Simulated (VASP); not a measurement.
Here is a VASP 6.6.1 calculation.

File INCAR:

```
  ALGO = Normal
  EDIFF = 1E-7
  ENCUT = 520
  GGA = PS
  ISIF = 2
  ISMEAR = 0
  LASPH = T
  LCHARG = F
  LREAL = Auto
  LWAVE = F
  NBANDS = 142
  NELM = 80
  PREC = Accurate
  SIGMA = 0.02
```

The input KPOINTS:

```
Automatic mesh
0
Gamma
  2 2 2
  0.5 0.5 0.5
```

File POSCAR:

```
Ti9PbO20
1.0
   -5.6531885842      1.8843961947     -4.7791519191
   -1.8843961947     -5.6531885842      4.7791519191
    1.8843961947      5.6531885842      4.7791519191
Pb Ti O
1 9 20
Direct
    0.4000000000      0.6000000000      0.8000000000
    0.0039550838      0.0034304175     -0.0021554051
    0.7960449162      0.1938895111      0.5994753337
    0.6055858226      0.4021554051      0.2061104889
    0.1944141774      0.8005246663      0.3965695825
    0.7083677613      0.5460452902      0.6456095219
    0.2995642317      0.9623224711      0.8539547098
    0.0916322387      0.1372417606      0.4376775289
    0.9000000000      0.3500000000      0.0500000000
    0.5004357683      0.7543904781      0.2627582394
    0.7240154279      0.7537751761      0.8637425448
    0.3030662220      0.1600801331      0.0640360610
    0.0759845721      0.3397271169      0.6297597482
    0.9000000000      0.5597721094      0.2597721094
    0.4969337780      0.9609698390      0.4570139112
    0.6080108579      0.6135059102      0.4166351713
    0.1919891421      0.0086243134      0.6054950523
    0.9844585824      0.1959541663      0.1964005954
    0.8155414176      0.4119420130      0.8114955839
    0.4000000000      0.8248831485      0.0248831485
    0.6960440722      0.3359639390      0.4390301610
    0.3099673687      0.7702402518      0.6462248239
    0.1039559278      0.9429860888      0.2399198669
    0.9000000000      0.1402278906      0.8402278906
    0.4900326313      0.5362574552      0.0602728831
    0.4000000000      0.3751168515      0.5751168515
    1.0031292611      0.7945049477      0.7864940898
    0.7968707389      0.9833648287      0.3913756866
    0.5995535708      0.2035994046      0.9880579870
    0.2004464292      0.5885044161      0.2040458337
```

Potentials or basis: VASP PAW PBE potentials, release 64 (Pb_d, Ti_sv, O).

Command:

```console
$ cat potpaw_PBE.64/Pb_d/POTCAR potpaw_PBE.64/Ti_sv/POTCAR potpaw_PBE.64/O/POTCAR > POTCAR
$ mpirun -np 1 vasp_std > vasp.out
```

Question: Estimate the pressure.

Answer: 8.3 GPa.

Question: Predict the band gap on the k mesh.

Answer: 2.47 eV.

Forces in eV/Å, atoms in the order of the input:
```
Pb   0.000  0.000  0.000
Ti  -0.012  0.012  0.026
Ti   0.012 -0.012  0.026
Ti   0.012  0.012 -0.026
Ti  -0.012 -0.012 -0.026
Ti   0.013  0.015 -0.012
Ti  -0.015  0.013  0.012
Ti  -0.013 -0.015 -0.012
Ti   0.000  0.000  0.000
Ti   0.015 -0.013  0.012
O    0.027  0.000  0.020
O   -0.024  0.004  0.021
O   -0.027  0.000  0.020
O    0.000  0.000  0.028
O    0.024 -0.004  0.021
O   -0.015 -0.012  0.027
O    0.015  0.012  0.027
O    0.002 -0.002  0.023
O   -0.002  0.002  0.023
O    0.000  0.000  0.014
O    0.004  0.024 -0.021
O    0.000  0.027 -0.020
O   -0.004 -0.024 -0.021
O    0.000  0.000 -0.028
O    0.000 -0.027 -0.020
O    0.000  0.000 -0.014
O    0.012 -0.015 -0.027
O   -0.012  0.015 -0.027
O   -0.002 -0.002 -0.023
O    0.002  0.002 -0.023
```

Caveat: the PAW data sets were made with another functional, which shifts forces and pressure a little; spin-orbit coupling is left out, which moves the levels of the heavy elements.
